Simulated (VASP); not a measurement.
Pd: single point with PBEsol

Crystal: Pd.

```
Pd
1.0
     3.82000    0.00000    0.00000
     0.00000    3.82000    0.00000
     0.00000    0.00000    3.82000
Pd
3
Direct
  0.00000 0.50000 0.50000
  0.50000 0.00000 0.50000
  0.50000 0.50000 0.00000
```

* Program: VASP 6.6.1
* Task: single point
* Functional: PBEsol
* Potentials or basis: VASP PAW PBE potentials, release 64 (Pd)
* Cutoff: 520 eV
* k mesh: 6 × 6 × 6
* Occupations: fermi-dirac, width 0.1 eV
* Spin: no spin polarisation
* Dipole correction: no
* Further INCAR settings: ALGO = Normal; EDIFF = 1e-07; NBANDS = 22

```
Pressure               : -10.0 GPa
Band gap on the k mesh : zero (band 15 reaches 7.04 eV, above the bottom of band 16 at 6.02 eV)
```

Levels at points of the mesh, in eV from the Fermi level:
| k point | band 12 | band 13 | band 14 | band 15 | band 16 | band 17 | band 18 | band 19 |
| --- | --- | --- | --- | --- | --- | --- | --- | --- |
| (0.00, 0.00, 0.00) | -0.45 | 0.37 | 0.61 | 0.61 | 0.61 | 4.88 | 4.88 | 4.88 |
| (0.50, 0.00, 0.00) | -1.10 | -1.10 | -1.08 | -0.91 | -0.35 | 0.61 | 8.73 | 8.73 |
| (0.50, 0.50, 0.00) | -1.63 | -1.57 | -1.11 | -0.62 | 0.46 | 2.63 | 3.34 | 3.34 |
| (0.50, 0.50, 0.50) | -0.70 | 0.33 | 0.33 | 0.33 | 1.16 | 2.92 | 2.92 | 2.92 |

It took 7.6 s on 1 thread of Intel(R) Xeon(R) 6975P-C (Granite Rapids), on a shared host, peak memory 0.16 GiB.

Caveat: the PAW data sets were made with another functional, which shifts forces and pressure a little.
